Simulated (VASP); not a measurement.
A run of VASP 6.6.1 is set up as follows.

INCAR

```
  ALGO = Normal
  EDIFF = 1E-6
  EDIFFG = -0.01
  ENCUT = 600
  GGA = RP
  IBRION = 2
  ISIF = 3
  ISMEAR = -1
  LASPH = T
  LCHARG = F
  LREAL = F
  LWAVE = F
  NELM = 80
  NSW = 80
  PREC = Accurate
  SIGMA = 0.05
```

File KPOINTS:

```
k-points
0
Gamma
  8 8 8
```

POSCAR

```
C
1.0
    0.0000000000      1.7834000000      1.7834000000
    1.7834000000      0.0000000000      1.7834000000
    1.7834000000      1.7834000000      0.0000000000
C
2
Direct
    0.5000000000      0.5000000000      0.5000000000
    0.7500000000      0.7500000000      0.7500000000
```

Potentials or basis: VASP PAW PBE potentials, release 64 (C).

Run with:

```bash
$ cat potpaw_PBE.64/C/POTCAR > POTCAR
$ mpirun -np 1 vasp_std > vasp.out
```

What does it give for the band gap on the k mesh?

4.09 eV, indirect (least direct gap 5.54 eV).

Predict the relaxed cell.

a = 2.537 Å, b = 2.537 Å, c = 2.537 Å, α = 60.00°, β = 60.00°, γ = 60.00°.

Final structure:
```
CELL_PARAMETERS angstrom
0.00000 1.79409 1.79409
1.79409 0.00000 1.79409
1.79409 1.79409 0.00000
ATOMIC_POSITIONS crystal
C 0.50000 0.50000 0.50000
C 0.75000 0.75000 0.75000
```

 A k mesh can miss the band edges.
